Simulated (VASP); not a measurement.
# SrGaI3 (P6_3/mmc) in VASP: further runs

SrGaI3 is run at these levels: PBE; tasks: single point.

All numbers are computed with VASP 6.6.1; they aren't measurements. Logs are shortened: lines on timing, memory, paths and dates and some standing lists are left out, and cuts for length are marked.

### 1 The cell of the first run

It takes space group P6_3/mmc (No. 194, hexagonal). The conventional cell has a = 7.705 Å, b = 7.705 Å, c = 6.472 Å, α = 90.00°, β = 90.00°, γ = 120.00°. Within 5.1 Å of Sr (site symmetry -6m2) lie 12 I at 3.85 to 3.93 Å and 6 Ga at 4.73 Å. Ga (site symmetry -3m) has 6 I at 2.75 Å and 2 Ga at 3.24 Å within 3.6 Å. Within 3.6 Å of I (site symmetry mm2) lie 2 Ga at 2.75 Å.

### 2 Single point, PBE

The input, INCAR:

```
SYSTEM = SrGaI3
PREC = Accurate
ENCUT = 520
EDIFF = 1E-7
ISMEAR = 0
SIGMA = 0.1
LREAL = .FALSE.
LASPH = .TRUE.
NELM = 60
ALGO = Normal
ISIF = 2
LWAVE = .FALSE.
LCHARG = .FALSE.
GGA = PE
NBANDS = 55
```

The input, KPOINTS:

```
regular mesh
0
G
  3 3 4
  0 0 0
```

The input, POSCAR:

```
SrGaI3
1.0
    7.7046750000      0.0000000000      0.0000000000
   -3.8523375000      6.6724442800      0.0000000000
    0.0000000000      0.0000000000      6.4719270000
Sr Ga I
2 2 6
Direct
    0.3333333300      0.6666666700      0.7500000000
    0.6666666700      0.3333333300      0.2500000000
    0.0000000000      0.0000000000      0.0000000000
    0.0000000000      0.0000000000      0.5000000000
    0.8333333300      0.6666666700      0.7500000000
    0.3333333300      0.1666666700      0.7500000000
    0.8333333300      0.1666666700      0.7500000000
    0.1666666700      0.3333333300      0.2500000000
    0.6666666700      0.8333333300      0.2500000000
    0.1666666700      0.8333333300      0.2500000000
```

Potentials or basis: VASP PAW PBE potentials, release 64 (Sr_sv, Ga_d, I).

Started as:

```console
cat potpaw_PBE.64/Sr_sv/POTCAR potpaw_PBE.64/Ga_d/POTCAR potpaw_PBE.64/I/POTCAR > POTCAR
mpirun -np 1 vasp_std > vasp.out
```

OUTCAR:

```text
SYSTEM = SrGaI3
   PREC = Accurate
   ENCUT = 520
   EDIFF = 1E-7
   ISMEAR = 0
   LREAL = .FALSE.
   LASPH = .TRUE.
   NELM = 60
   ISIF = 2
   GGA = PE

 ion  position               nearest neighbor table
   1  0.333  0.667  0.750-   5 3.85   5 3.85   7 3.85   6 3.85   6 3.85   7 3.85  10 3.93  10 3.93
                             9 3.93   9 3.93   8 3.93   8 3.93
   2  0.667  0.333  0.250-   8 3.85   8 3.85  10 3.85   9 3.85   9 3.85  10 3.85   7 3.93   7 3.93
                             6 3.93   6 3.93   5 3.93   5 3.93
   3  0.000  0.000  0.000-   6 2.75   9 2.75   8 2.75   5 2.75   7 2.75  10 2.75
   4  0.000  0.000  0.500-   6 2.75   9 2.75   8 2.75   5 2.75   7 2.75  10 2.75
   5  0.833  0.667  0.750-   3 2.75   4 2.75   1 3.85   1 3.85   2 3.93   2 3.93
   6  0.333  0.167  0.750-   3 2.75   4 2.75   1 3.85   1 3.85   2 3.93   2 3.93
   7  0.833  0.167  0.750-   3 2.75   4 2.75   1 3.85   1 3.85   2 3.93   2 3.93
   8  0.167  0.333  0.250-   3 2.75   4 2.75   2 3.85   2 3.85   1 3.93   1 3.93
   9  0.667  0.833  0.250-   3 2.75   4 2.75   2 3.85   2 3.85   1 3.93   1 3.93
  10  0.167  0.833  0.250-   3 2.75   4 2.75   2 3.85   2 3.85   1 3.93   1 3.93

  LATTYP: Found a hexagonal cell.
 ALAT       =     7.7046750000
 C/A-ratio  =     0.8400000000

  Lattice vectors:

 A1 = (   7.7046750000,   0.0000000000,   0.0000000000)
 A2 = (  -3.8523375000,   6.6724442800,   0.0000000000)
 A3 = (   0.0000000000,   0.0000000000,   6.4719270000)

Analysis of symmetry for initial positions (statically):
=====================================================================
 Subroutine PRICEL returns:
 Original cell was already a primitive cell.

 Routine SETGRP: Setting up the symmetry group for a
 hexagonal supercell.

 Subroutine GETGRP returns: Found 24 space group operations
 (whereof 12 operations were pure point group operations)
 out of a pool of 24 trial point group operations.

The static configuration has the point symmetry D_3d.
 The point group associated with its full space group is D_6h.

Analysis of symmetry for dynamics (positions and initial velocities):
=====================================================================
 Subroutine PRICEL returns:
 Original cell was already a primitive cell.

 Routine SETGRP: Setting up the symmetry group for a
 hexagonal supercell.

 Subroutine GETGRP returns: Found 24 space group operations
 (whereof 12 operations were pure point group operations)
 out of a pool of 24 trial point group operations.

The dynamic configuration has the point symmetry D_3d.
 The point group associated with its full space group is D_6h.

 Subroutine INISYM returns: Found 24 space group operations
 (whereof 12 operations are pure point group operations),
 and found     1 'primitive' translations

----------------------------------------------------------------------------------------

                                     Primitive cell

  volume of cell :     332.7154

  direct lattice vectors                    reciprocal lattice vectors
     7.704675000  0.000000000  0.000000000     0.129791328  0.074935058  0.000000000
    -3.852337500  6.672444280  0.000000000     0.000000000  0.149870116  0.000000000
     0.000000000  0.000000000  6.471927000     0.000000000  0.000000000  0.154513486

  length of vectors
     7.704675000  7.704675002  6.471927000     0.149870116  0.149870116  0.154513486

  position of ions in fractional coordinates (direct lattice)
     0.333333330  0.666666670  0.750000000
     0.666666670  0.333333330  0.250000000
     0.000000000  0.000000000  0.000000000
     0.000000000  0.000000000  0.500000000
     0.833333330  0.666666670  0.750000000
     0.333333330  0.166666670  0.750000000
     0.833333330  0.166666670  0.750000000
     0.166666670  0.333333330  0.250000000
     0.666666670  0.833333330  0.250000000
     0.166666670  0.833333330  0.250000000

  ion indices of the primitive-cell ions
   primitive index   ion index
                 1           1
                 2           2
                 3           3
                 4           4
                 5           5
                 6           6
                 7           7
                 8           8
                 9           9
                10          10

----------------------------------------------------------------------------------------

 KPOINTS: regular mesh

Automatic generation of k-mesh.
 Grid dimensions read from file:
 generate k-points for:    3    3    4

 Generating k-lattice:

  Cartesian coordinates                     Fractional coordinates (reciprocal lattice)
     0.043263776  0.024978353  0.000000000     0.333333333  0.000000000  0.000000000
     0.000000000  0.049956705  0.000000000     0.000000000  0.333333333  0.000000000
     0.000000000  0.000000000  0.038628371     0.000000000  0.000000000  0.250000000

  Length of vectors
     0.049956705  0.049956705  0.038628371

  Shift w.r.t. Gamma in fractional coordinates (k-lattice)
     0.000000000  0.000000000  0.000000000

 Subroutine IBZKPT returns following result:
 ===========================================

 Found      9 irreducible k-points:

 Following reciprocal coordinates:
            Coordinates               Weight
  0.000000  0.000000  0.000000      1.000000
  0.333333  0.000000  0.000000      6.000000
  0.333333  0.333333  0.000000      2.000000
  0.000000  0.000000  0.250000      2.000000
  0.333333  0.000000  0.250000     12.000000
  0.333333  0.333333  0.250000      4.000000
  0.000000  0.000000  0.500000      1.000000
  0.333333  0.000000  0.500000      6.000000
  0.333333  0.333333  0.500000      2.000000
   k-points           NKPTS =      9   k-points in BZ     NKDIM =      9   number of bands    NBANDS=     55
   number of dos      NEDOS =    301   number of ions     NIONS =     10
   total plane-waves  NPLWV = 172800
   dimension x,y,z NGX =    60 NGY =   60 NGZ =   48
   dimension x,y,z NGXF=   120 NGYF=  120 NGZF=   96
   ions per type =               2   2   6
   NGX,Y,Z   is equivalent  to a cutoff of  12.95, 12.95, 12.33 a.u.
   NGXF,Y,Z  is equivalent  to a cutoff of  25.89, 25.89, 24.66 a.u.
 SYSTEM =  SrGaI3
   PREC   = accura    normal or accurate (medium, high low for compatibility)
   ISTART =      0    job   : 0-new  1-cont  2-samecut
   ICHARG =      2    charge: 1-file 2-atom 10-const
   ISPIN  =      1    spin polarized calculation?
   LNONCOLLINEAR =      F non collinear calculations
   LSORBIT =      F    spin-orbit coupling
   LASPH  =      T    aspherical Exc in radial PAW
   ENCUT  =  520.0 eV  38.22 Ry    6.18 a.u.  14.33 14.33 12.03*2*pi/ulx,y,z
   NELM   =     60;   NELMIN=  2; NELMDL= -5     # of ELM steps
   EDIFF  = 0.1E-06   stopping-criterion for ELM
   LREAL  =      F    real-space projection
   EDIFFG = 0.1E-05   stopping-criterion for IOM
   NSW    =      0    number of steps for IOM
   IBRION =     -1    ionic relax: 0-MD 1-quasi-New 2-CG
   NFREE  =      0    steps in history (QN), initial steepest desc. (CG)
   ISIF   =      2    stress and relaxation
   ISYM   =      2    0-nonsym 1-usesym 2-fastsym
   POTIM  = 0.5000    time-step for ionic-motion
   TEBEG  =    0.0;   TEEND  =   0.0 temperature during run
   PSTRESS=    0.0 pullay stress
   NELECT =      88.0000    total number of electrons
   NUPDOWN=      -1.0000    fix difference up-down
   EMIN   =  10.00;   EMAX   =-10.00  energy-range for DOS
   EFERMI =   0.00;   METHOD = LEGACY
   ISMEAR =     0;   SIGMA  =   0.10  broadening in eV -4-tet -1-fermi 0-gaus
   EFERMI_NEDOS =   21; number of points for ismear=-14 and -15
   IALGO  =     38    algorithm
   IMIX   =      4    mixing-type and parameters
     AMIX     =   0.40;   BMIX     =  1.00
     AMIX_MAG =   1.60;   BMIX_MAG =  1.00
  volume/ion in A,a.u.               =      33.27       224.53
  Fermi-wavevector in a.u.,A,eV,Ry     =   1.050860  1.985837 15.024998  1.104306
  Thomas-Fermi vector in A             =   2.185880
   LORBIT       =      0    0 simple, 1 ext, 2 COOP (PROOUT), +10 PAW based schemes
   GGA     = PE    functional components
   LHFCALC =     F    Hartree Fock is set to
   AEXX    =    0.0000 exact exchange contribution
   IVDW    =     0    specifies the selected vdW correction
   LEPSILON=     F    determine dielectric tensor
   LRPA    =     F    only Hartree local field effects (RPA)
 non-spin polarized calculation
 Gauss-broadening in eV      SIGMA  =   0.10
  energy-cutoff  :      520.00
  volume of cell :      332.72
 maximum number of plane-waves:      9000
 NGX is ok and might be reduce to    60
   NGX = 29   NGY = 29   NGZ = 25

 number of electron      88.0000013 magnetization

 Free energy of the ion-electron system (eV)
  ---------------------------------------------------
  ext. energy  EPLUGINS =         0.00000000
  ---------------------------------------------------
  free energy    TOTEN  =       -24.38350558 eV

  energy without entropy =      -24.37927143  energy(sigma->0) =      -24.38138850

 E-fermi :   6.3642     XC(G=0):  -8.8598

 val. band max:        6.2588829462   @ k =   0.3333   0.3333   0.2500
 cond. band min:       6.4373335417   @ k =   0.0000   0.0000   0.2500
 fundamental gap:      0.1784505955
 Fermi energy:         6.3641954820

 k-point     1 :       0.0000    0.0000    0.0000
  band No.  band energies     occupation
      1     -32.0608      2.00000
      2     -32.0605      2.00000
      3     -13.9895      2.00000
      4     -13.9895      2.00000
      5     -13.9848      2.00000
      6     -13.9848      2.00000
[... 47 lines left out ...]
     54       8.1172      0.00000
     55       8.1172      0.00000

 k-point     2 :       0.3333    0.0000    0.0000
  band No.  band energies     occupation
      1     -32.0607      2.00000
      2     -32.0606      2.00000
      3     -13.9913      2.00000
      4     -13.9910      2.00000
      5     -13.9859      2.00000
      6     -13.9838      2.00000
[... 398 lines left out ...]
 k-point     9 :       0.3333    0.3333    0.5000
  band No.  band energies     occupation
      1     -32.0606      2.00000
      2     -32.0606      2.00000
      3     -13.9898      2.00000
      4     -13.9898      2.00000
      5     -13.9880      2.00000
      6     -13.9880      2.00000
[... 47 lines left out ...]
     54       8.4809      0.00000
     55       8.5515      0.00000

------------------------ aborting loop because EDIFF is reached ----------------------------------------

  FORCE on cell =-STRESS in cart. coord.  units (eV):
  Direction    XX          YY          ZZ          XY          YZ          ZX
  --------------------------------------------------------------------------------------
  -------------------------------------------------------------------------------------
  Total       12.6019774     12.6019774     13.1459132      0.0000000      0.0000000     -0.0000000
  in kB       60.6843059     60.6843060     63.3036066      0.0000000      0.0000000     -0.0000000
  external PRESSURE =      61.5574062 kB  Pullay stress =       0.0000000 kB

 VOLUME and BASIS-vectors are now :
 -----------------------------------------------------------------------------
  energy-cutoff  :      520.00
  volume of cell :      332.72
      direct lattice vectors                 reciprocal lattice vectors
     7.704675000  0.000000000  0.000000000     0.129791328  0.074935058  0.000000000
    -3.852337500  6.672444280  0.000000000     0.000000000  0.149870116  0.000000000
     0.000000000  0.000000000  6.471927000     0.000000000  0.000000000  0.154513486

 POSITION                                       TOTAL-FORCE (eV/Angst)
 -----------------------------------------------------------------------------------
     -0.00000      4.44830      4.85395         0.000000      0.000000      0.000000
      3.85234      2.22415      1.61798         0.000000     -0.000000      0.000000
      0.00000      0.00000      0.00000         0.000000      0.000000      0.000000
      0.00000      0.00000      3.23596         0.000000      0.000000      0.000000
      3.85234      4.44830      4.85395         0.000000     -2.068182      0.000000
      1.92617      1.11207      4.85395         1.791098      1.034091      0.000000
      5.77851      1.11207      4.85395        -1.791098      1.034091      0.000000
      0.00000      2.22415      1.61798         0.000000      2.068182      0.000000
      1.92617      5.56037      1.61798        -1.791098     -1.034091     -0.000000
     -1.92617      5.56037      1.61798         1.791098     -1.034091      0.000000
 -----------------------------------------------------------------------------------
    total drift:                               -0.000036      0.000020     -0.000000

  FREE ENERGIE OF THE ION-ELECTRON SYSTEM (eV)
  ---------------------------------------------------
  free  energy   TOTEN  =       -24.3835055779 eV

  energy  without entropy=      -24.3792714283  energy(sigma->0) =      -24.38138850
```

Run time: 4.5 min. Hardware: 1 thread of Intel Xeon 6975P-C, shared host; peak memory 0.49 GiB.

What came out:

| Quantity | Value |
| --- | --- |
| Free energy | -24.3835 eV |
| Pressure | 6.2 GPa |
| Largest force | 2.068 eV/Å |
| Band gap on the k mesh | zero (band 44 reaches 6.98 eV, above the bottom of band 45 at 5.88 eV) |

Forces on the atoms (eV/Å):
```
Sr   0.000  0.000  0.000
Sr   0.000  0.000  0.000
Ga   0.000  0.000  0.000
Ga   0.000  0.000  0.000
I    0.000 -2.068  0.000
I    1.791  1.034  0.000
I   -1.791  1.034  0.000
I    0.000  2.068  0.000
I   -1.791 -1.034  0.000
I    1.791 -1.034  0.000
```

Stress tensor (GPa, compression positive):
```
6.07 0.00 0.00
0.00 6.07 0.00
0.00 0.00 6.33
```

Caveat: spin-orbit coupling is left out, which moves the levels of the heavy elements; forces of over 1 eV/Å act on the atoms, so gaps and moduli don't describe the material at rest.

### 3 Single point, PBE

This run uses another cell than the first one, of 39.98 Å³/atom, 1.202 times its volume.

The input, INCAR:

```
SYSTEM = SrGaI3
PREC     = Accurate       ! precision mode
ENCUT    = 520            ! plane-wave cutoff, eV
EDIFF    = 1E-6           ! SCF threshold, eV
ISMEAR   = 0              ! smearing method
SIGMA    = 0.1            ! smearing width, eV
LREAL    = .False.        ! projectors in reciprocal space
LASPH    = .True.         ! aspherical terms in the spheres
NELM     = 60             ! most SCF steps
ALGO     = Normal         ! electronic algorithm
ISIF     = 2              ! what is computed and relaxed
LWAVE    = .False.        ! write WAVECAR
LCHARG   = .False.        ! write CHGCAR
GGA      = PE             ! functional
NBANDS   = 55             ! bands
```

The input, KPOINTS:

```
regular mesh
0
Gamma
  3 3 4
  0 0 0
```

The input, POSCAR:

```
SrGaI3
1.0
    9.4464200868      0.0000000000      0.0000000000
   -4.7232100434      8.1808397700      0.0000000000
    0.0000000000      0.0000000000      5.1731091909
Sr Ga I
2 2 6
Direct
    0.3333333333      0.6666666667      0.7500000000
    0.6666666667      0.3333333333      0.2500000000
    0.0000000000      0.0000000000      0.0000000000
    0.0000000000      0.0000000000      0.5000000000
    0.8071748883      0.6143497765      0.7500000000
    0.3856502235      0.1928251117      0.7500000000
    0.8071748883      0.1928251117      0.7500000000
    0.1928251117      0.3856502235      0.2500000000
    0.6143497765      0.8071748883      0.2500000000
    0.1928251117      0.8071748883      0.2500000000
```

Potentials or basis: VASP PAW PBE potentials, release 64 (Sr_sv, Ga_d, I).

Started as:

```console
cat potpaw_PBE.64/Sr_sv/POTCAR potpaw_PBE.64/Ga_d/POTCAR potpaw_PBE.64/I/POTCAR > POTCAR
mpirun -np 1 vasp_std > vasp.out
```

Run time: 5.6 min. Hardware: 1 thread of Intel Xeon 6975P-C, shared host; peak memory 0.55 GiB.

Results (log left out):

```yaml
Free_energy: -28.0872 eV
Pressure: -0.2 GPa
Largest_force: 0.012 eV/Å
Band_gap_on_the_k_mesh: 0.29 eV, indirect (least direct gap 0.42 eV)
```

Forces in eV/Å, atoms in the order of the input:
```
Sr   0.000  0.000  0.000
Sr   0.000  0.000  0.000
Ga   0.000  0.000  0.000
Ga   0.000  0.000  0.000
I    0.000 -0.012  0.000
I    0.011  0.006  0.000
I   -0.011  0.006  0.000
I    0.000  0.012  0.000
I   -0.011 -0.006  0.000
I    0.011 -0.006  0.000
```

Stress tensor (GPa, compression positive):
```
-0.18  0.00  0.00
 0.00 -0.18  0.00
 0.00  0.00 -0.27
```

Levels at points of the mesh, in eV from the valence-band top:
| k point | band 40 | band 41 | band 42 | band 43 | band 44 | band 45 | band 46 | band 47 | band 48 | band 49 |
| --- | --- | --- | --- | --- | --- | --- | --- | --- | --- | --- |
| (0.00, 0.00, 0.00) | -0.83 | -0.54 | -0.54 | -0.31 | -0.13 | 0.29 | 2.79 | 2.93 | 2.93 | 3.27 |
| (0.00, 0.00, 0.50) | -0.69 | -0.69 | -0.69 | -0.68 | -0.68 | 3.25 | 3.25 | 3.25 | 3.25 | 4.34 |

Caveat: spin-orbit coupling is left out, which moves the levels of the heavy elements.
